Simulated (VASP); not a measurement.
# AlCo (Pm-3m) in VASP: a series of runs

The runs below take AlCo through single point, with r2SCAN.

Program: VASP 6.6.1. These are calculated values, not measurements. Logs are shortened: lines on timing, memory, paths and dates and some standing lists are left out, and cuts for length are marked.

## (1) The cell of the first run

It takes space group Pm-3m (No. 221, cubic). The conventional cell has a = 2.838 Å, b = 2.838 Å, c = 2.838 Å, α = 90.00°, β = 90.00°, γ = 90.00°. Co (site symmetry m-3m) has 8 Al at 2.46 Å and 6 Co at 2.84 Å within 3.2 Å. Within 3.2 Å of Al (site symmetry m-3m) lie 8 Co at 2.46 Å and 6 Al at 2.84 Å.

## (2) Single point, r2SCAN, collinear spin, ferromagnetic start

Contents of POSCAR:

```
AlCo
1.0
    2.8380752986      0.0000000000      0.0000000000
    0.0000000000      2.8380752986      0.0000000000
    0.0000000000      0.0000000000      2.8380752986
Co Al
1 1
Direct
    0.5000000000      0.5000000000      0.5000000000
    0.0000000000      0.0000000000      0.0000000000
```

Contents of INCAR.step1:

```
SYSTEM = AlCo
ALGO     = Normal         ! electronic algorithm
EDIFF    = 1E-4           ! SCF threshold, eV
ENCUT    = 520            ! plane-wave cutoff, eV
GGA      = PE             ! functional
ISMEAR   = -1             ! smearing method
ISPIN    = 2              ! spin polarisation
LASPH    = .TRUE.         ! aspherical terms in the spheres
LCHARG   = .FALSE.        ! write CHGCAR
LMAXMIX  = 4              ! l up to which the mixer works
LREAL    = .FALSE.        ! projectors in reciprocal space
LWAVE    = .TRUE.         ! write WAVECAR
MAGMOM   = 2 0            ! initial moments
NBANDS   = 17             ! bands
NELM     = 150            ! most SCF steps
PREC     = Accurate       ! precision mode
SIGMA    = 0.05           ! smearing width, eV
```

Contents of INCAR.step2:

```
SYSTEM = AlCo
ALGO     = Normal         ! electronic algorithm
EDIFF    = 1E-6           ! SCF threshold, eV
ENCUT    = 520            ! plane-wave cutoff, eV
ISIF     = 2              ! what is computed and relaxed
ISMEAR   = -1             ! smearing method
ISPIN    = 2              ! spin polarisation
ISTART   = 1            
LASPH    = .TRUE.         ! aspherical terms in the spheres
LCHARG   = .TRUE.         ! write CHGCAR
LELF     = .TRUE.         ! ELF
LMAXMIX  = 4              ! l up to which the mixer works
LMIXTAU  = .TRUE.       
LORBIT   = 11             ! projections on sites
LREAL    = .FALSE.        ! projectors in reciprocal space
LVHAR    = .TRUE.       
LWAVE    = .FALSE.        ! write WAVECAR
MAGMOM   = 2 0            ! initial moments
METAGGA  = R2SCAN         ! meta-GGA
NBANDS   = 17             ! bands
NELM     = 150            ! most SCF steps
PREC     = Accurate       ! precision mode
SIGMA    = 0.05           ! smearing width, eV
```

Contents of KPOINTS:

```
k-points
0
G
  9 9 9
  0 0 0
```

Potentials or basis: VASP PAW PBE potentials, release 64 (Co, Al).

Started as:

```bash
$ cat potpaw_PBE.64/Co/POTCAR potpaw_PBE.64/Al/POTCAR > POTCAR
$ cp INCAR.step1 INCAR
$ mpirun -np 1 vasp_std > vasp.out
$ cp INCAR.step2 INCAR
$ mpirun -np 1 vasp_std > vasp.out
```

OUTCAR:

```text
SYSTEM = AlCo
   EDIFF = 1E-6
   ENCUT = 520
   ISIF = 2
   ISMEAR = -1
   ISPIN = 2
   ISTART = 1
   LASPH = .TRUE.
   LORBIT = 11
   LREAL = .FALSE.
   METAGGA = R2SCAN
   NELM = 150
   PREC = Accurate

 ion  position               nearest neighbor table
   1  0.500  0.500  0.500-   2 2.46   2 2.46   2 2.46   2 2.46   2 2.46   2 2.46   2 2.46   2 2.46

   2  0.000  0.000  0.000-   1 2.46   1 2.46   1 2.46   1 2.46   1 2.46   1 2.46   1 2.46   1 2.46

  LATTYP: Found a simple cubic cell.
 ALAT       =     2.8380752986

  Lattice vectors:

 A1 = (   2.8380752986,   0.0000000000,   0.0000000000)
 A2 = (   0.0000000000,   2.8380752986,   0.0000000000)
 A3 = (   0.0000000000,   0.0000000000,   2.8380752986)

Analysis of symmetry for initial positions (statically):
=====================================================================
 Subroutine PRICEL returns:
 Original cell was already a primitive cell.

 Routine SETGRP: Setting up the symmetry group for a
 simple cubic supercell.

 Subroutine GETGRP returns: Found 48 space group operations
 (whereof 48 operations were pure point group operations)
 out of a pool of 48 trial point group operations.

The static configuration has the point symmetry O_h .

Analysis of symmetry for dynamics (positions and initial velocities):
=====================================================================
 Subroutine PRICEL returns:
 Original cell was already a primitive cell.

 Routine SETGRP: Setting up the symmetry group for a
 simple cubic supercell.

 Subroutine GETGRP returns: Found 48 space group operations
 (whereof 48 operations were pure point group operations)
 out of a pool of 48 trial point group operations.

The dynamic configuration has the point symmetry O_h .

Analysis of structural, dynamic, and magnetic symmetry:
=====================================================================
 Subroutine PRICEL returns:
 Original cell was already a primitive cell.

 Routine SETGRP: Setting up the symmetry group for a
 simple cubic supercell.

 Subroutine GETGRP returns: Found 48 space group operations
 (whereof 48 operations were pure point group operations)
 out of a pool of 48 trial point group operations.

The overall configuration has the point symmetry O_h .

 Subroutine INISYM returns: Found 48 space group operations
 (whereof 48 operations are pure point group operations),
 and found     1 'primitive' translations

----------------------------------------------------------------------------------------

                                     Primitive cell

  volume of cell :      22.8598

  direct lattice vectors                    reciprocal lattice vectors
     2.838075299  0.000000000  0.000000000     0.352351469  0.000000000  0.000000000
     0.000000000  2.838075299  0.000000000     0.000000000  0.352351469  0.000000000
     0.000000000  0.000000000  2.838075299     0.000000000  0.000000000  0.352351469

  length of vectors
     2.838075299  2.838075299  2.838075299     0.352351469  0.352351469  0.352351469

  position of ions in fractional coordinates (direct lattice)
     0.500000000  0.500000000  0.500000000
     0.000000000  0.000000000  0.000000000

  ion indices of the primitive-cell ions
   primitive index   ion index
                 1           1
                 2           2

----------------------------------------------------------------------------------------

 KPOINTS: k-points

Automatic generation of k-mesh.
 Grid dimensions read from file:
 generate k-points for:    9    9    9

 Generating k-lattice:

  Cartesian coordinates                     Fractional coordinates (reciprocal lattice)
     0.039150163  0.000000000  0.000000000     0.111111111  0.000000000  0.000000000
     0.000000000  0.039150163  0.000000000     0.000000000  0.111111111  0.000000000
     0.000000000  0.000000000  0.039150163     0.000000000  0.000000000  0.111111111

  Length of vectors
     0.039150163  0.039150163  0.039150163

  Shift w.r.t. Gamma in fractional coordinates (k-lattice)
     0.000000000  0.000000000  0.000000000

 Subroutine IBZKPT returns following result:
 ===========================================

 Found     35 irreducible k-points:

 Following reciprocal coordinates:
            Coordinates               Weight
  0.000000  0.000000  0.000000      1.000000
  0.111111  0.000000  0.000000      6.000000
  0.222222  0.000000  0.000000      6.000000
  0.333333  0.000000  0.000000      6.000000
  0.444444  0.000000  0.000000      6.000000
  0.111111  0.111111  0.000000     12.000000
[... 16 lines left out ...]
  0.333333  0.333333  0.111111     24.000000
  0.444444  0.333333  0.111111     48.000000
 [... further k-points ...]
   k-points           NKPTS =     35   k-points in BZ     NKDIM =     35   number of bands    NBANDS=     17
   number of dos      NEDOS =    301   number of ions     NIONS =      2
   total plane-waves  NPLWV =  13824
   dimension x,y,z NGX =    24 NGY =   24 NGZ =   24
   dimension x,y,z NGXF=    48 NGYF=   48 NGZF=   48
   ions per type =               1   1
   NGX,Y,Z   is equivalent  to a cutoff of  14.06, 14.06, 14.06 a.u.
   NGXF,Y,Z  is equivalent  to a cutoff of  28.12, 28.12, 28.12 a.u.
 SYSTEM =  AlCo
   PREC   = accura    normal or accurate (medium, high low for compatibility)
   ISTART =      1    job   : 0-new  1-cont  2-samecut
   ICHARG =      0    charge: 1-file 2-atom 10-const
   ISPIN  =      2    spin polarized calculation?
   LNONCOLLINEAR =      F non collinear calculations
   LSORBIT =      F    spin-orbit coupling
   LASPH  =      T    aspherical Exc in radial PAW
   ENCUT  =  520.0 eV  38.22 Ry    6.18 a.u.   5.28  5.28  5.28*2*pi/ulx,y,z
   NELM   =    150;   NELMIN=  2; NELMDL=  0     # of ELM steps
   EDIFF  = 0.1E-05   stopping-criterion for ELM
   LREAL  =      F    real-space projection
   EDIFFG = 0.1E-04   stopping-criterion for IOM
   NSW    =      0    number of steps for IOM
   IBRION =     -1    ionic relax: 0-MD 1-quasi-New 2-CG
   NFREE  =      0    steps in history (QN), initial steepest desc. (CG)
   ISIF   =      2    stress and relaxation
   ISYM   =      2    0-nonsym 1-usesym 2-fastsym
   POTIM  = 0.5000    time-step for ionic-motion
   TEBEG  =    0.0;   TEEND  =   0.0 temperature during run
   PSTRESS=    0.0 pullay stress
   NELECT =      12.0000    total number of electrons
   NUPDOWN=      -1.0000    fix difference up-down
   EMIN   =  10.00;   EMAX   =-10.00  energy-range for DOS
   EFERMI =   0.00;   METHOD = LEGACY
   ISMEAR =    -1;   SIGMA  =   0.05  broadening in eV -4-tet -1-fermi 0-gaus
   EFERMI_NEDOS =   21; number of points for ismear=-14 and -15
   IALGO  =     38    algorithm
   IMIX   =      4    mixing-type and parameters
     AMIX     =   0.40;   BMIX     =  1.00
     AMIX_MAG =   1.60;   BMIX_MAG =  1.00
  volume/ion in A,a.u.               =      11.43        77.13
  Fermi-wavevector in a.u.,A,eV,Ry     =   1.320620  2.495611 23.729081  1.744038
  Thomas-Fermi vector in A             =   2.450433
   LORBIT       =     11    0 simple, 1 ext, 2 COOP (PROOUT), +10 PAW based schemes
   METAGGA = R2SCAN    functional components
   LHFCALC =     F    Hartree Fock is set to
   AEXX    =    0.0000 exact exchange contribution
   IVDW    =     0    specifies the selected vdW correction
   LEPSILON=     F    determine dielectric tensor
   LRPA    =     F    only Hartree local field effects (RPA)
 spin polarized calculation
  energy-cutoff  :      520.00
  volume of cell :       22.86
 maximum number of plane-waves:       635
 NGX is ok and might be reduce to    24
   NGX = 11   NGY = 11   NGZ = 11

 number of electron      11.9999995 magnetization      -0.0021605

 Free energy of the ion-electron system (eV)
  ---------------------------------------------------
  ext. energy  EPLUGINS =         0.00000000
  ---------------------------------------------------
  free energy    TOTEN  =       -21.07845536 eV

  energy without entropy =      -21.07349611  energy(sigma->0) =      -21.07597573

 E-fermi :  10.7116     XC(G=0): -13.3208

 val. band max:       10.6701432169   @ k =   0.4444   0.4444   0.1111
 cond. band min:      10.8395803997   @ k =   0.4444   0.3333   0.0000
 fundamental gap:      0.1694371828
 Fermi energy:        10.7116311782

 spin component 1

 k-point     1 :       0.0000    0.0000    0.0000
  band No.  band energies     occupation
      1      -1.1364      1.00000
      2       7.5653      1.00000
      3       7.5654      1.00000
      4       9.5952      1.00000
      5       9.5952      1.00000
      6       9.5952      1.00000
[... 9 lines left out ...]
     16      35.6044      0.00000
     17      35.6044      0.00000
[... 441 lines left out ...]
 k-point    24 :       0.4444    0.3333    0.1111
  band No.  band energies     occupation
      1       4.3433      1.00000
      2       6.0867      1.00000
      3       7.6626      1.00000
      4       8.4735      1.00000
      5       9.1252      1.00000
      6       9.2343      1.00000
[... 9 lines left out ...]
     16      33.6255      0.00000
     17      35.2592      0.00000

 [... further k-points ...]

 spin component 2

 k-point     1 :       0.0000    0.0000    0.0000
  band No.  band energies     occupation
      1      -1.1346      1.00000
      2       7.5590      1.00000
      3       7.5590      1.00000
      4       9.5934      1.00000
      5       9.5934      1.00000
      6       9.5934      1.00000
[... 9 lines left out ...]
     16      35.6052      0.00000
     17      35.6052      0.00000
[... 441 lines left out ...]
 k-point    24 :       0.4444    0.3333    0.1111
  band No.  band energies     occupation
      1       4.3443      1.00000
      2       6.0869      1.00000
      3       7.6622      1.00000
      4       8.4687      1.00000
      5       9.1225      1.00000
      6       9.2329      1.00000
[... 9 lines left out ...]
     16      33.6259      0.00000
     17      35.2597      0.00000

 [... further k-points ...]
[... 5 lines left out ...]
  --------------------------------------------------------------------------------------
  -------------------------------------------------------------------------------------
  Total       -0.4698285     -0.4698285     -0.4698285      0.0000000     -0.0000000      0.0000000
  in kB      -32.9289709    -32.9289709    -32.9289709      0.0000000     -0.0000000      0.0000000
  external PRESSURE =     -32.9289709 kB  Pullay stress =       0.0000000 kB

 VOLUME and BASIS-vectors are now :
 -----------------------------------------------------------------------------
  energy-cutoff  :      520.00
  volume of cell :       22.86
      direct lattice vectors                 reciprocal lattice vectors
     2.838075299  0.000000000  0.000000000     0.352351469  0.000000000  0.000000000
     0.000000000  2.838075299  0.000000000     0.000000000  0.352351469  0.000000000
     0.000000000  0.000000000  2.838075299     0.000000000  0.000000000  0.352351469

 POSITION                                       TOTAL-FORCE (eV/Angst)
 -----------------------------------------------------------------------------------
      1.41904      1.41904      1.41904         0.000000      0.000000      0.000000
      0.00000      0.00000      0.00000         0.000000      0.000000      0.000000
 -----------------------------------------------------------------------------------
    total drift:                                0.000000     -0.000000     -0.000000

  FREE ENERGIE OF THE ION-ELECTRON SYSTEM (eV)
  ---------------------------------------------------
  free  energy   TOTEN  =       -21.0784553620 eV

  energy  without entropy=      -21.0734961062  energy(sigma->0) =      -21.07597573

 total charge

# of ion       s       p       d       tot
------------------------------------------
    1        0.459   0.556   7.502   8.517
    2        0.393   0.446   0.000   0.838
--------------------------------------------------
tot          0.851   1.002   7.502   9.355

 magnetization (x)

# of ion       s       p       d       tot
------------------------------------------
    1        0.000   0.000  -0.003  -0.003
    2        0.000   0.000   0.000   0.000
--------------------------------------------------
tot          0.000   0.000  -0.003  -0.003
```

It took 36 s on 1 thread of Intel Xeon Platinum 8481C at 2.70GHz (Sapphire Rapids), shared host; peak memory 0.17 GiB.

Results:

| Property | Result |
| --- | --- |
| Free energy | -21.0785 eV |
| Pressure | -3.3 GPa |
| Band gap on the k mesh | zero (filled and empty bands overlap) |
| Net moment | 0.00 μB per cell |
| Valence electrons inside the program's atomic spheres | Co 8.52; Al 0.84 |

Caveat: the starting moments collapsed, and a magnetic state may lie lower; the PAW data sets were made with another functional, which shifts forces and pressure a little.

## (3) Single point, r2SCAN, collinear spin, ferromagnetic start

This run uses another cell than the first one, of 11.65 Å³/atom, 1.020 times its volume.

Contents of POSCAR:

```
AlCo
1.0
    2.8565048754      0.0000000000      0.0000000000
    0.0000000000      2.8565048754      0.0000000000
    0.0000000000      0.0000000000      2.8565048754
Co Al
1 1
Direct
    0.5000000000      0.5000000000      0.5000000000
    0.0000000000      0.0000000000      0.0000000000
```

Contents of INCAR.step1:

```
ALGO = Normal
EDIFF = 1E-4
ENCUT = 520
GGA = PE
ISMEAR = -1
ISPIN = 2
LASPH = True
LCHARG = False
LMAXMIX = 4
LREAL = False
LWAVE = True
MAGMOM = 2 0
NBANDS = 17
NELM = 150
PREC = Accurate
SIGMA = 0.05
```

Contents of INCAR.step2:

```
ALGO = Normal
EDIFF = 1E-7
ENCUT = 520
ISIF = 2
ISMEAR = -1
ISPIN = 2
ISTART = 1
LASPH = True
LCHARG = False
LMAXMIX = 4
LMIXTAU = True
LORBIT = 11
LREAL = False
LWAVE = False
MAGMOM = 2 0
METAGGA = R2SCAN
NBANDS = 17
NELM = 150
PREC = Accurate
SIGMA = 0.05
```

Contents of KPOINTS:

```
k-points
0
Gamma
  9 9 9
```

Potentials or basis: VASP PAW PBE potentials, release 64 (Co, Al).

Started as:

```bash
$ cat potpaw_PBE.64/Co/POTCAR potpaw_PBE.64/Al/POTCAR > POTCAR
$ cp INCAR.step1 INCAR
$ mpirun -np 1 vasp_std > vasp.out
$ cp INCAR.step2 INCAR
$ mpirun -np 1 vasp_std > vasp.out
```

Wall time 35 s (1 thread of Intel Xeon Platinum 8481C at 2.70GHz (Sapphire Rapids), shared host); peak memory 0.17 GiB.

The run converged. Its results:

* Free energy: -21.0644 eV
* Pressure: -6.7 GPa
* Band gap on the k mesh: zero (filled and empty bands overlap)
* Net moment: 0.00 μB per cell
* Valence electrons inside the program's atomic spheres: Co 8.48; Al 0.83

Levels at points of the mesh, in eV from the Fermi level:
Spin up:
| k point | band 3 | band 4 | band 5 | band 6 | band 7 | band 8 | band 9 | band 10 |
| --- | --- | --- | --- | --- | --- | --- | --- | --- |
| (0.00, 0.00, 0.00) | -3.05 | -1.09 | -1.09 | -1.09 | 6.24 | 6.24 | 6.24 | 8.93 |
Spin down:
```
           k point  band 2  band 3  band 4  band 5  band 6  band 7  band 8  band 9  band 10  band 11
(0.00, 0.00, 0.00)   -3.06   -3.06   -1.09   -1.09   -1.09    6.24    6.24    6.24     8.92     8.92
```

Caveat: the starting moments collapsed, and a magnetic state may lie lower; the PAW data sets were made with another functional, which shifts forces and pressure a little.
